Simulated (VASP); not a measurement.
# CdS (Greenockite) (P6_3mc) in VASP: further runs, part 2 of 2

VASP 6.6.1. Earlier steps stand in the parts before.

### 4 Single point, PBEsol (volume scaled by 0.98)

INCAR reads:

```
SYSTEM = CdS
  PREC = Accurate
  ENCUT = 520
  EDIFF = 1E-7
  ISMEAR = -1
  SIGMA = 0.05
  LREAL = .FALSE.
  LASPH = .TRUE.
  NELM = 80
  ALGO = Normal
  ISIF = 2
  LWAVE = .FALSE.
  LCHARG = .FALSE.
  GGA = PS
  NBANDS = 26
```

KPOINTS reads:

```
Automatic mesh
0
G
  7 7 4
  0 0 0
```

POSCAR reads:

```
CdS
1.0
    4.1221468118      0.0000000000      0.0000000000
   -2.0610734059      3.5698838571      0.0000000000
    0.0000000000      0.0000000000      6.6917838725
Cd S
2 2
Direct
    0.6666666667      0.3333333333      0.5000000000
    0.3333333333      0.6666666667      0.0000000000
    0.6666666667      0.3333333333      0.8750000000
    0.3333333333      0.6666666667      0.3750000000
```

Potentials or basis: VASP PAW PBE potentials, release 64 (Cd, S).

Started as:

```bash
> cat potpaw_PBE.64/Cd/POTCAR potpaw_PBE.64/S/POTCAR > POTCAR
> mpirun -np 1 vasp_std > vasp.out
```

It took 27 s on 1 thread of Intel Xeon 6975P-C (Granite Rapids), shared host; peak memory 0.23 GiB.

The run converged. Its results:

* Free energy: -13.6297 eV
* Pressure: 0.6 GPa
* Largest force: 0.071 eV/Å
* Band gap on the k mesh: 1.11 eV, direct

Forces on the atoms (eV/Å):
```
Cd   0.000  0.000 -0.071
Cd   0.000  0.000 -0.071
S    0.000  0.000  0.071
S    0.000  0.000  0.071
```

Stress tensor (GPa, compression positive):
```
0.41 0.00 0.00
0.00 0.41 0.00
0.00 0.00 1.07
```

Levels at points of the mesh, in eV from the valence-band top:
```csv
k point,band 15,band 16,band 17,band 18,band 19,band 20,band 21,band 22
"(0.00, 0.00, 0.00)",-0.80,-0.05,0.00,0.00,1.11,2.69,6.37,6.37
"(0.00, 0.00, 0.50)",-0.42,-0.42,-0.42,-0.42,2.77,2.77,6.10,6.10
```

Caveat: the cell differs from its parent crystal (volume scaled by 0.98); the PAW data sets were made with another functional, which shifts forces and pressure a little.

### 5 Single point, LDA

This run uses another cell than the first one, of 25.12 Å³/atom, 1.042 times its volume.

INCAR reads:

```
SYSTEM = CdS
ALGO     = Normal         ! electronic algorithm
EDIFF    = 1E-6           ! SCF threshold, eV
ENCUT    = 520            ! plane-wave cutoff, eV
GGA      = CA             ! functional
ISIF     = 2              ! what is computed and relaxed
ISMEAR   = -1             ! smearing method
LASPH    = .True.         ! aspherical terms in the spheres
LCHARG   = .False.        ! write CHGCAR
LREAL    = .False.        ! projectors in reciprocal space
LWAVE    = .False.        ! write WAVECAR
NBANDS   = 26             ! bands
NELM     = 60             ! most SCF steps
PREC     = Accurate       ! precision mode
SIGMA    = 0.05           ! smearing width, eV
```

KPOINTS reads:

```
k-points
0
Gamma
  7 7 4
  0 0 0
```

POSCAR reads:

```
CdS
1.0
    4.1500000000      0.0000000000      0.0000000000
   -2.0750000000      3.5940054257      0.0000000000
    0.0000000000      0.0000000000      6.7370000000
Cd S
2 2
Direct
    0.6666666667      0.3333333333      0.5000000000
    0.3333333333      0.6666666667      0.0000000000
    0.6666666667      0.3333333333      0.8750000000
    0.3333333333      0.6666666667      0.3750000000
```

Potentials or basis: VASP PAW LDA potentials, release 64 (Cd, S).

Started as:

```bash
> cat potpaw_LDA.64/Cd/POTCAR potpaw_LDA.64/S/POTCAR > POTCAR
> mpirun -np 1 vasp_std > vasp.out
```

It took 18 s on 1 thread of Intel Xeon 6975P-C (Granite Rapids), shared host; peak memory 0.2 GiB.

Results (log left out):

```yaml
Free_energy: -14.7803 eV
Pressure: -2.6 GPa
Largest_force: 0.063 eV/Å
Band_gap_on_the_k_mesh: 0.94 eV, direct
```

Forces in eV/Å, atoms in the order of the input:
```
Cd   0.000  0.000 -0.063
Cd   0.000  0.000 -0.063
S    0.000  0.000  0.063
S    0.000  0.000  0.063
```

Stress tensor (GPa, compression positive):
```
-2.76  0.00  0.00
 0.00 -2.76  0.00
 0.00  0.00 -2.16
```

Levels at points of the mesh, in eV from the valence-band top:
```csv
k point,band 15,band 16,band 17,band 18,band 19,band 20,band 21,band 22
"(0.00, 0.00, 0.00)",-0.78,-0.05,0.00,0.00,0.94,2.56,6.29,6.29
"(0.00, 0.00, 0.50)",-0.40,-0.40,-0.40,-0.40,2.63,2.63,5.98,5.98
```

### 6 Single point, LDA (volume scaled by 1.02)

INCAR reads:

```
PREC = Accurate ; ENCUT = 520
EDIFF = 1E-7 ; ISMEAR = -1
SIGMA = 0.05 ; LREAL = False
LASPH = True ; NELM = 60
ALGO = Normal ; ISIF = 2
LWAVE = False ; LCHARG = False
NBANDS = 26
```

KPOINTS reads:

```
Automatic mesh
0
Gamma
  7 7 4
```

POSCAR reads:

```
CdS
1.0
    4.1774842447      0.0000000000      0.0000000000
   -2.0887421223      3.6178074798      0.0000000000
    0.0000000000      0.0000000000      6.7816171943
Cd S
2 2
Direct
    0.6666666667      0.3333333333      0.5000000000
    0.3333333333      0.6666666667      0.0000000000
    0.6666666667      0.3333333333      0.8750000000
    0.3333333333      0.6666666667      0.3750000000
```

Potentials or basis: VASP PAW LDA potentials, release 64 (Cd, S).

Started as:

```bash
> cat potpaw_LDA.64/Cd/POTCAR potpaw_LDA.64/S/POTCAR > POTCAR
> mpirun -np 1 vasp_std > vasp.out
```

OUTCAR:

```text
PREC = Accurate
   ENCUT = 520
   EDIFF = 1E-7
   ISMEAR = -1
   LREAL = False
   LASPH = True
   NELM = 60
   ISIF = 2

 ion  position               nearest neighbor table
   1  0.667  0.333  0.500-   3 2.54   4 2.56   4 2.56   4 2.56
   2  0.333  0.667  0.000-   4 2.54   3 2.56   3 2.56   3 2.56
   3  0.667  0.333  0.875-   1 2.54   2 2.56   2 2.56   2 2.56
   4  0.333  0.667  0.375-   2 2.54   1 2.56   1 2.56   1 2.56

  LATTYP: Found a hexagonal cell.
 ALAT       =     4.1774842447
 C/A-ratio  =     1.6233734940

[... 891 lines left out ...]
  Direction    XX          YY          ZZ          XY          YZ          ZX
  --------------------------------------------------------------------------------------
  -------------------------------------------------------------------------------------
  Total       -2.4911761     -2.4911761     -2.1466537     -0.0000000      0.0000000      0.0000000
  in kB      -38.9422887    -38.9422887    -33.5566826     -0.0000000      0.0000000      0.0000000
  external PRESSURE =     -37.1470867 kB  Pullay stress =       0.0000000 kB

 VOLUME and BASIS-vectors are now :
 -----------------------------------------------------------------------------
  energy-cutoff  :      520.00
  volume of cell :      102.49
      direct lattice vectors                 reciprocal lattice vectors
     4.177484245  0.000000000  0.000000000     0.239378521  0.138205254  0.000000000
    -2.088742122  3.617807480  0.000000000     0.000000000  0.276410507  0.000000000
     0.000000000  0.000000000  6.781617194     0.000000000  0.000000000  0.147457453

 POSITION                                       TOTAL-FORCE (eV/Angst)
 -----------------------------------------------------------------------------------
      2.08874      1.20594      3.39081        -0.000000      0.000000     -0.059546
     -0.00000      2.41187      0.00000        -0.000000     -0.000000     -0.059546
      2.08874      1.20594      5.93392        -0.000000     -0.000000      0.059546
     -0.00000      2.41187      2.54311         0.000000      0.000000      0.059546
 -----------------------------------------------------------------------------------
    total drift:                               -0.000000      0.000000     -0.000086

  FREE ENERGIE OF THE ION-ELECTRON SYSTEM (eV)
  ---------------------------------------------------
  free  energy   TOTEN  =       -14.7404694263 eV

  energy  without entropy=      -14.7404667922  energy(sigma->0) =      -14.74046811
```

OSZICAR:

```text
N       E                     dE             d eps       ncg     rms          rms(c)
DAV:   1     0.250051711864E+03    0.25005E+03   -0.17461E+04  1248   0.127E+03
DAV:   2    -0.179452964232E+01   -0.25185E+03   -0.24308E+03  1394   0.322E+02
DAV:   3    -0.156218204946E+02   -0.13827E+02   -0.13742E+02  1474   0.752E+01
DAV:   4    -0.157725346027E+02   -0.15071E+00   -0.15058E+00  1424   0.754E+00
DAV:   5    -0.157748468478E+02   -0.23122E-02   -0.23121E-02  1488   0.933E-01    0.107E+01
DAV:   6    -0.147892112023E+02    0.98564E+00   -0.17862E+00  1662   0.140E+01    0.836E+00
DAV:   7    -0.147538011958E+02    0.35410E-01   -0.56061E-01  1296   0.411E+00    0.369E+00
DAV:   8    -0.147424113418E+02    0.11390E-01   -0.79824E-02  1288   0.268E+00    0.454E-01
DAV:   9    -0.147405577949E+02    0.18535E-02   -0.13255E-02  1456   0.139E+00    0.122E-01
DAV:  10    -0.147404490457E+02    0.10875E-03   -0.87855E-04  1400   0.297E-01    0.901E-02
DAV:  11    -0.147404632249E+02   -0.14179E-04   -0.97105E-05  1388   0.592E-02    0.899E-02
DAV:  12    -0.147404791313E+02   -0.15906E-04   -0.63440E-05  1314   0.551E-02    0.579E-02
DAV:  13    -0.147404698942E+02    0.92371E-05   -0.33900E-05  1296   0.658E-02    0.151E-02
DAV:  14    -0.147404697955E+02    0.98741E-07   -0.15358E-06  1382   0.123E-02    0.108E-02
DAV:  15    -0.147404694889E+02    0.30656E-06   -0.57979E-07  1384   0.512E-03    0.736E-03
DAV:  16    -0.147404694263E+02    0.62600E-07   -0.24441E-07  1210   0.236E-03
   1 F= -.14740469E+02 E0= -.14740468E+02  d E =-.263413E-05
```

stdout:

```text
POSCAR found type information on POSCAR CdS
 POSCAR found :  2 types and       4 ions
 scaLAPACK will be used
 LDA part: xc-table for (Slater(with rela. corr.)+CA(PZ))
 , standard interpolation
 POSCAR, INCAR and KPOINTS ok, starting setup
 FFT: planning ... GRIDC
 FFT: planning ... GRID_SOFT
 FFT: planning ... GRID
 WAVECAR not read
 entering main loop
```

Run time: 23 s. Hardware: 1 thread of Intel Xeon 6975P-C (Granite Rapids), shared host; peak memory 0.21 GiB.

Results:

| Item | Value |
| --- | --- |
| Free energy | -14.7405 eV |
| Pressure | -3.7 GPa |
| Largest force | 0.060 eV/Å |
| Band gap on the k mesh | 0.89 eV, direct |

Forces on the atoms (eV/Å):
```
Cd   0.000  0.000 -0.060
Cd   0.000  0.000 -0.060
S    0.000  0.000  0.060
S    0.000  0.000  0.060
```

Caveat: the cell differs from its parent crystal (volume scaled by 1.02).

### 7 Summary

| level | potentials or basis | cell | gap on the mesh (eV) | pressure (GPa) | largest force (eV/Å) |
| --- | --- | --- | --- | --- | --- |
| PBEsol | VASP PAW PBE potentials, release 64 (Cd, S) | a = 4.094, b = 4.094, c = 6.646 Å, angles 90.0, 90.0, 120.0°, 4 atoms | 1.15 | 2.0 | 0.07 |
| LDA | VASP PAW LDA potentials, release 64 (Cd, S) | a = 4.122, b = 4.122, c = 6.692 Å, angles 90.0, 90.0, 120.0°, 4 atoms | 0.99 | -1.5 | 0.07 |
| PBEsol | VASP PAW PBE potentials, release 64 (Cd, S) | a = 4.122, b = 4.122, c = 6.692 Å, angles 90.0, 90.0, 120.0°, 4 atoms | 1.11 | 0.6 | 0.07 |
| LDA | VASP PAW LDA potentials, release 64 (Cd, S) | a = 4.150, b = 4.150, c = 6.737 Å, angles 90.0, 90.0, 120.0°, 4 atoms | 0.94 | -2.6 | 0.06 |
| LDA | VASP PAW LDA potentials, release 64 (Cd, S) | a = 4.177, b = 4.177, c = 6.782 Å, angles 90.0, 90.0, 120.0°, 4 atoms | 0.89 | -3.7 | 0.06 |

Alike in all rows: task single point; no spin polarisation; k mesh 7 × 7 × 4; cutoff (eV) 520; smearing fermi-dirac 0.05 eV.

Caveats: the PAW data sets were made with another functional, which shifts forces and pressure a little (some runs).

Absolute energies hang on the potentials; compare differences alone.
